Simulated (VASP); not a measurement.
# Cu (Fd-3m) in VASP: a series of runs

The runs below take Cu through single point, with PBE.

Everything below comes from runs of VASP 6.6.1. Logs are shortened: lines on timing, memory, paths and dates and some standing lists are left out, and cuts for length are marked.

### 1 The cell of the first run

Symmetry: Fd-3m, No. 227, cubic system. Conventional cell: a = 4.753 Å, b = 4.753 Å, c = 4.753 Å, α = 90.00°, β = 90.00°, γ = 90.00°. Within 2.7 Å of Cu (site symmetry -43m) lie 4 Cu at 2.06 Å.

### 2 Single point, PBE (volume scaled by 0.7)

Contents of INCAR:

```
SYSTEM = Cu
PREC = Accurate
ENCUT = 520
EDIFF = 1E-6
ISMEAR = -1
SIGMA = 0.08
LREAL = .False.
LASPH = .True.
NELM = 100
ALGO = Normal
ISIF = 2
LWAVE = .False.
LCHARG = .True.
GGA = PE
LELF = .True.
LVHAR = .True.
NBANDS = 18
```

Contents of KPOINTS:

```
regular mesh
0
Gamma
  13 13 13
  0 0 0
```

Contents of POSCAR:

```
Cu
1.0
    0.0000000000      2.3766905394      2.3766905394
    2.3766905394      0.0000000000      2.3766905394
    2.3766905394      2.3766905394      0.0000000000
Cu
2
Direct
   -0.1250000000     -0.1250000000     -0.1250000000
    0.1250000000      0.1250000000      0.1250000000
```

Potentials or basis: VASP PAW PBE potentials, release 64 (Cu).

Run with:

```sh
$ cat potpaw_PBE.64/Cu/POTCAR > POTCAR
$ mpirun -np 1 vasp_std > vasp.out
```

OUTCAR:

```text
SYSTEM = Cu
   PREC = Accurate
   ENCUT = 520
   EDIFF = 1E-6
   ISMEAR = -1
   LREAL = .False.
   LASPH = .True.
   NELM = 100
   ISIF = 2
   GGA = PE

 ion  position               nearest neighbor table
   1  0.875  0.875  0.875-   2 2.06   2 2.06   2 2.06   2 2.06
   2  0.125  0.125  0.125-   1 2.06   1 2.06   1 2.06   1 2.06

  LATTYP: Found a face centered cubic cell.
 ALAT       =     4.7533810788

  Lattice vectors:

 A1 = (   0.0000000000,   2.3766905394,   2.3766905394)
 A2 = (   2.3766905394,   0.0000000000,   2.3766905394)
 A3 = (   2.3766905394,   2.3766905394,   0.0000000000)

Analysis of symmetry for initial positions (statically):
=====================================================================
 Subroutine PRICEL returns:
 Original cell was already a primitive cell.

 Routine SETGRP: Setting up the symmetry group for a
 face centered cubic supercell.

 Subroutine GETGRP returns: Found 48 space group operations
 (whereof 12 operations were pure point group operations)
 out of a pool of 48 trial point group operations.

The static configuration has the point symmetry D_3d.
 The point group associated with its full space group is O_h .

Analysis of symmetry for dynamics (positions and initial velocities):
=====================================================================
 Subroutine PRICEL returns:
 Original cell was already a primitive cell.

 Routine SETGRP: Setting up the symmetry group for a
 face centered cubic supercell.

 Subroutine GETGRP returns: Found 48 space group operations
 (whereof 12 operations were pure point group operations)
 out of a pool of 48 trial point group operations.

The dynamic configuration has the point symmetry D_3d.
 The point group associated with its full space group is O_h .

 Subroutine INISYM returns: Found 48 space group operations
 (whereof 12 operations are pure point group operations),
 and found     1 'primitive' translations

----------------------------------------------------------------------------------------

                                     Primitive cell

  volume of cell :      26.8502

  direct lattice vectors                    reciprocal lattice vectors
     0.000000000  2.376690539  2.376690539    -0.210376568  0.210376568  0.210376568
     2.376690539  0.000000000  2.376690539     0.210376568 -0.210376568  0.210376568
     2.376690539  2.376690539  0.000000000     0.210376568  0.210376568 -0.210376568

  length of vectors
     3.361147994  3.361147994  3.361147994     0.364382905  0.364382905  0.364382905

  position of ions in fractional coordinates (direct lattice)
     0.875000000  0.875000000  0.875000000
     0.125000000  0.125000000  0.125000000

  ion indices of the primitive-cell ions
   primitive index   ion index
                 1           1
                 2           2

----------------------------------------------------------------------------------------

 KPOINTS: regular mesh

Automatic generation of k-mesh.
 Grid dimensions read from file:
 generate k-points for:   13   13   13

 Generating k-lattice:

  Cartesian coordinates                     Fractional coordinates (reciprocal lattice)
    -0.016182813  0.016182813  0.016182813     0.076923077  0.000000000  0.000000000
     0.016182813 -0.016182813  0.016182813     0.000000000  0.076923077  0.000000000
     0.016182813  0.016182813 -0.016182813     0.000000000  0.000000000  0.076923077

  Length of vectors
     0.028029454  0.028029454  0.028029454

  Shift w.r.t. Gamma in fractional coordinates (k-lattice)
     0.000000000  0.000000000  0.000000000

 Subroutine IBZKPT returns following result:
 ===========================================

 Found     84 irreducible k-points:

 Following reciprocal coordinates:
            Coordinates               Weight
  0.000000  0.000000  0.000000      1.000000
  0.076923  0.000000  0.000000      8.000000
  0.153846  0.000000  0.000000      8.000000
  0.230769  0.000000  0.000000      8.000000
  0.307692  0.000000  0.000000      8.000000
  0.384615  0.000000  0.000000      8.000000
[... 16 lines left out ...]
  0.384615  0.153846  0.000000     24.000000
  0.461538  0.153846  0.000000     24.000000
 [... further k-points ...]
   k-points           NKPTS =     84   k-points in BZ     NKDIM =     84   number of bands    NBANDS=     18
   number of dos      NEDOS =    301   number of ions     NIONS =      2
   total plane-waves  NPLWV =  21952
   dimension x,y,z NGX =    28 NGY =   28 NGZ =   28
   dimension x,y,z NGXF=    56 NGYF=   56 NGZF=   56
   ions per type =               2
   NGX,Y,Z   is equivalent  to a cutoff of  13.85, 13.85, 13.85 a.u.
   NGXF,Y,Z  is equivalent  to a cutoff of  27.70, 27.70, 27.70 a.u.
 SYSTEM =  Cu
   PREC   = accura    normal or accurate (medium, high low for compatibility)
   ISTART =      0    job   : 0-new  1-cont  2-samecut
   ICHARG =      2    charge: 1-file 2-atom 10-const
   ISPIN  =      1    spin polarized calculation?
   LNONCOLLINEAR =      F non collinear calculations
   LSORBIT =      F    spin-orbit coupling
   LASPH  =      T    aspherical Exc in radial PAW
   ENCUT  =  520.0 eV  38.22 Ry    6.18 a.u.   6.25  6.25  6.25*2*pi/ulx,y,z
   NELM   =    100;   NELMIN=  2; NELMDL= -5     # of ELM steps
   EDIFF  = 0.1E-05   stopping-criterion for ELM
   LREAL  =      F    real-space projection
   EDIFFG = 0.1E-04   stopping-criterion for IOM
   NSW    =      0    number of steps for IOM
   IBRION =     -1    ionic relax: 0-MD 1-quasi-New 2-CG
   NFREE  =      0    steps in history (QN), initial steepest desc. (CG)
   ISIF   =      2    stress and relaxation
   ISYM   =      2    0-nonsym 1-usesym 2-fastsym
   POTIM  = 0.5000    time-step for ionic-motion
   TEBEG  =    0.0;   TEEND  =   0.0 temperature during run
   PSTRESS=    0.0 pullay stress
   NELECT =      22.0000    total number of electrons
   NUPDOWN=      -1.0000    fix difference up-down
   EMIN   =  10.00;   EMAX   =-10.00  energy-range for DOS
   EFERMI =   0.00;   METHOD = LEGACY
   ISMEAR =    -1;   SIGMA  =   0.08  broadening in eV -4-tet -1-fermi 0-gaus
   EFERMI_NEDOS =   21; number of points for ismear=-14 and -15
   IALGO  =     38    algorithm
   IMIX   =      4    mixing-type and parameters
     AMIX     =   0.40;   BMIX     =  1.00
     AMIX_MAG =   1.60;   BMIX_MAG =  1.00
  volume/ion in A,a.u.               =      13.43        90.60
  Fermi-wavevector in a.u.,A,eV,Ry     =   1.531909  2.894889 31.929424  2.346746
  Thomas-Fermi vector in A             =   2.639189
   LORBIT       =      0    0 simple, 1 ext, 2 COOP (PROOUT), +10 PAW based schemes
   GGA     = PE    functional components
   LHFCALC =     F    Hartree Fock is set to
   AEXX    =    0.0000 exact exchange contribution
   IVDW    =     0    specifies the selected vdW correction
   LEPSILON=     F    determine dielectric tensor
   LRPA    =     F    only Hartree local field effects (RPA)
 non-spin polarized calculation
  energy-cutoff  :      520.00
  volume of cell :       26.85
 maximum number of plane-waves:       739
 NGX is ok and might be reduce to    28
   NGX = 13   NGY = 13   NGZ = 13

 number of electron      22.0000023 magnetization

 Free energy of the ion-electron system (eV)
  ---------------------------------------------------
  ext. energy  EPLUGINS =         0.00000000
  ---------------------------------------------------
  free energy    TOTEN  =        -4.19677169 eV

  energy without entropy =       -4.18114366  energy(sigma->0) =       -4.18895768

 E-fermi :   6.2376     XC(G=0): -11.7129

 val. band max:        6.2204608692   @ k =   0.4615   0.0000   0.0000
 cond. band min:       6.2576937160   @ k =  -0.3846   0.3846   0.0769
 fundamental gap:      0.0372328468
 Fermi energy:         6.2376363600

 k-point     1 :       0.0000    0.0000    0.0000
  band No.  band energies     occupation
      1      -2.2129      2.00000
      2       1.7831      2.00000
      3       1.7831      2.00000
      4       1.8625      2.00000
      5       1.8625      2.00000
      6       1.8625      2.00000
[... 10 lines left out ...]
     17      19.2890      0.00000
     18      21.9734      0.00000

 k-point     2 :       0.0769    0.0000    0.0000
  band No.  band energies     occupation
      1      -2.0904      2.00000
      2       1.6959      2.00000
      3       1.6959      2.00000
      4       1.8680      2.00000
      5       1.9747      2.00000
      6       1.9747      2.00000
[... 10 lines left out ...]
     17      20.2646      0.00000
     18      22.1320      0.00000

 k-point     3 :       0.1538    0.0000    0.0000
  band No.  band energies     occupation
      1      -1.7287      2.00000
      2       1.6213      2.00000
      3       1.6213      2.00000
      4       1.8885      2.00000
      5       2.1098      2.00000
      6       2.1098      2.00000
[... 10 lines left out ...]
     17      21.1981      0.00000
     18      22.1845      0.00000

 k-point     4 :       0.2308    0.0000    0.0000
  band No.  band energies     occupation
      1      -1.1496      2.00000
      2       1.5976      2.00000
      3       1.5976      2.00000
      4       1.9323      2.00000
      5       2.1917      2.00000
      6       2.1917      2.00000
[... 10 lines left out ...]
     17      21.0417      0.00000
     18      22.0199      0.00000

 k-point     5 :       0.3077    0.0000    0.0000
  band No.  band energies     occupation
      1      -0.4046      2.00000
      2       1.6273      2.00000
      3       1.6273      2.00000
      4       1.9929      2.00000
      5       2.1848      2.00000
      6       2.1848      2.00000
[... 10 lines left out ...]
     17      20.3653      0.00000
     18      21.8139      0.00000

 k-point     6 :       0.3846    0.0000    0.0000
  band No.  band energies     occupation
      1       0.3864      2.00000
      2       1.7058      2.00000
      3       1.7058      2.00000
      4       2.0002      2.00000
      5       2.0976      2.00000
      6       2.0976      2.00000
[... 10 lines left out ...]
     17      19.8404      0.00000
     18      21.6564      0.00000

 k-point     7 :       0.4615    0.0000    0.0000
  band No.  band energies     occupation
      1       0.9797      2.00000
      2       1.8190      2.00000
      3       1.8190      2.00000
      4       1.8849      2.00000
      5       1.9707      2.00000
      6       1.9707      2.00000
[... 10 lines left out ...]
     17      19.5673      0.00000
     18      21.5744      0.00000

 k-point     8 :       0.0769    0.0769    0.0000
  band No.  band energies     occupation
      1      -2.0494      2.00000
      2       1.5983      2.00000
      3       1.8284      2.00000
      4       1.8721      2.00000
      5       1.8721      2.00000
      6       2.0582      2.00000
[... 10 lines left out ...]
     17      21.3257      0.00000
     18      21.4496      0.00000
[... 229 lines left out ...]
     17      20.9055      0.00000
     18      22.0347      0.00000

 k-point    20 :       0.1538    0.1538    0.0000
  band No.  band energies     occupation
      1      -1.5648      2.00000
      2       1.4002      2.00000
      3       1.8946      2.00000
      4       1.8946      2.00000
      5       1.9614      2.00000
      6       2.2910      2.00000
[... 10 lines left out ...]
     17      23.7124      0.00000
     18      23.7124      0.00000

 k-point    21 :       0.2308    0.1538    0.0000
  band No.  band energies     occupation
      1      -1.1341      2.00000
      2       1.3311      2.00000
      3       1.8753      2.00000
      4       1.9089      2.00000
      5       2.0772      2.00000
      6       2.4050      2.00000
[... 10 lines left out ...]
     17      24.0530      0.00000
     18      24.4189      0.00000

 k-point    22 :       0.3077    0.1538    0.0000
  band No.  band energies     occupation
      1      -0.5081      2.00000
      2       1.3121      2.00000
      3       1.8782      2.00000
      4       1.9282      2.00000
      5       2.1397      2.00000
      6       2.4707      2.00000
[... 10 lines left out ...]
     17      23.6531      0.00000
     18      23.9163      0.00000

 k-point    23 :       0.3846    0.1538    0.0000
  band No.  band energies     occupation
      1       0.2330      2.00000
      2       1.3371      2.00000
      3       1.8944      2.00000
      4       1.9397      2.00000
      5       2.1431      2.00000
      6       2.4367      2.00000
[... 10 lines left out ...]
     17      22.7696      0.00000
     18      23.7954      0.00000

 k-point    24 :       0.4615    0.1538    0.0000
  band No.  band energies     occupation
      1       0.9203      2.00000
      2       1.3778      2.00000
      3       1.8595      2.00000
      4       1.9071      2.00000
      5       2.1683      2.00000
      6       2.3662      2.00000
[... 10 lines left out ...]
     17      22.4382      0.00000
     18      24.0204      0.00000

 [... further k-points ...]
[... 5 lines left out ...]
  --------------------------------------------------------------------------------------
  -------------------------------------------------------------------------------------
  Total        7.8773496      7.8773496      7.8773496      0.0000000      0.0000000     -0.0000000
  in kB      470.0486350    470.0486350    470.0486350      0.0000000      0.0000000     -0.0000000
  external PRESSURE =     470.0486350 kB  Pullay stress =       0.0000000 kB

 VOLUME and BASIS-vectors are now :
 -----------------------------------------------------------------------------
  energy-cutoff  :      520.00
  volume of cell :       26.85
      direct lattice vectors                 reciprocal lattice vectors
     0.000000000  2.376690539  2.376690539    -0.210376568  0.210376568  0.210376568
     2.376690539  0.000000000  2.376690539     0.210376568 -0.210376568  0.210376568
     2.376690539  2.376690539  0.000000000     0.210376568  0.210376568 -0.210376568

 POSITION                                       TOTAL-FORCE (eV/Angst)
 -----------------------------------------------------------------------------------
      4.15921      4.15921      4.15921        -0.000000      0.000000     -0.000000
      0.59417      0.59417      0.59417         0.000000     -0.000000      0.000000
 -----------------------------------------------------------------------------------
    total drift:                                0.000000      0.000000     -0.000000

  FREE ENERGIE OF THE ION-ELECTRON SYSTEM (eV)
  ---------------------------------------------------
  free  energy   TOTEN  =        -4.1967716914 eV

  energy  without entropy=       -4.1811436621  energy(sigma->0) =       -4.18895768
```

Run time: 40 s. Hardware: 1 thread of AMD EPYC 7R43 (Zen 3), shared host; peak memory 0.14 GiB.

Results:

* Free energy: -4.1968 eV
* Pressure: 47.0 GPa
* Band gap on the k mesh: zero (band 11 reaches 6.96 eV, above the bottom of band 12 at 6.03 eV)

[end of part 1 of 2]
